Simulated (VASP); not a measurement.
Set up this calculation in VASP 6.6.1, as the native input.

* Task: single point
* Functional: PBE
* Potentials or basis: VASP PAW PBE potentials, release 64 (Nb_sv, As)
* Cutoff: 520 eV
* k mesh: 11 × 11 × 11
* Occupations: fermi-dirac, width 0.05 eV
* Spin: no spin polarisation
* Dipole correction: no
* Further INCAR settings: ALGO = Normal; EDIFF = 1e-06; NBANDS = 16

The structure of NbAs (rocksalt type) lies in POSCAR:

```
NbAs
1.0
    0.0000000000      2.6376010551      2.6376010551
    2.6376010551      0.0000000000      2.6376010551
    2.6376010551      2.6376010551      0.0000000000
Nb As
1 1
Direct
    0.0000000000      0.0000000000      0.0000000000
    0.5000000000      0.5000000000      0.5000000000
```

These files were run (other wordings do the same):

INCAR

```
SYSTEM = NbAs
  PREC = Accurate
  ENCUT = 520
  EDIFF = 1E-6
  ISMEAR = -1
  SIGMA = 0.05
  LREAL = .False.
  LASPH = .True.
  NELM = 80
  ALGO = Normal
  ISIF = 2
  LWAVE = .False.
  LCHARG = .False.
  GGA = PE
  NBANDS = 16
```

KPOINTS

```
Automatic mesh
0
Gamma
  11 11 11
  0 0 0
```

Potentials or basis: VASP PAW PBE potentials, release 64 (Nb_sv, As).

Launch:

```bash
$ cat potpaw_PBE.64/Nb_sv/POTCAR potpaw_PBE.64/As/POTCAR > POTCAR
$ mpirun -np 1 vasp_std > vasp.out
```

It gave:

The pressure is 0.0 GPa and the band gap on the k mesh is zero (bands 9 and 10 overlap by 1.79 eV).

Wall time 43 s on 1 thread of Intel Xeon 8259CL, with other jobs on the host, peak memory 0.18 GiB.
